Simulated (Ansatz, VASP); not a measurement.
## Au in VASP and in Ansatz

```
Au
1.0
     0.00000    2.04141    2.04141
     2.04141    0.00000    2.04141
     2.04141    2.04141    0.00000
Au
1
Direct
  0.00000 0.00000 0.00000
```

Alike in both runs: task single point; functional RPBE; k mesh 21 × 21 × 21; occupations fermi-dirac, width 0.1 eV; no spin polarisation.

|  | VASP | Ansatz |
| --- | --- | --- |
| version | VASP 6.6.1 | Ansatz 0.2.0 |
| potentials or method | VASP PAW PBE potentials, release 64 (Au), cutoff 520 eV | plane waves (420 eV) with PAW, scalar-relativistic |
| valence electrons in the cell | 11 | 19 |

|  | VASP | Ansatz | Ansatz less VASP |
| --- | --- | --- | --- |
| pressure (GPa) | 12.7 | 13.0 | +0.31 |

VASP's potentials were made for PBE, not for RPBE. VASP's potentials hold 11 valence electrons a cell and Ansatz's 19, so a difference there can come from the potentials and not from the codes.

Neither program's run includes spin-orbit coupling.
